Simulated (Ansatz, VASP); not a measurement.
## CoSi2 in VASP and in Ansatz

```
CELL_PARAMETERS angstrom
0.00000 2.74276 2.55501
2.74276 0.00000 2.55501
2.74276 2.74276 0.00000
ATOMIC_POSITIONS crystal
Co 0.00000 0.00000 0.00000
Si 0.22705 0.22705 0.27295
Si 0.77295 0.77295 0.72705
```

Change from the starting cell: mode 6 frozen in at -0.123 Å, strain +e along z and -e/2 along x and y -0.0467.

Alike in both runs: task single point; functional PBE; k mesh 12 × 12 × 12; occupations gaussian, width 0.15 eV; no spin polarisation.

|  | VASP | Ansatz |
| --- | --- | --- |
| version | VASP 6.6.1 | Ansatz 0.2.0 |
| potentials or method | VASP PAW PBE potentials, release 64 (Co, Si), cutoff 520 eV | scalar-relativistic, plane waves, PAW |
| valence electrons in the cell | 17 | 25 |

```tsv
	VASP	Ansatz	Ansatz less VASP
gap on the k mesh at the Fermi level (eV)	none	none	-
pressure (GPa)	3.4	3.7	+0.21
traceless stress, the component that is largest in VASP (GPa)	9.20	9.22	+0.020
rms of the force components (eV/Å)	0.970	0.973	+0.0035
```

Atom by atom the forces differ by 0.003 eV/Å (rms over components). A gap of «none» marks a metal or a gap that the smearing closes. VASP's potentials hold 17 valence electrons a cell and Ansatz's 25, so a difference there can come from the potentials and not from the codes.
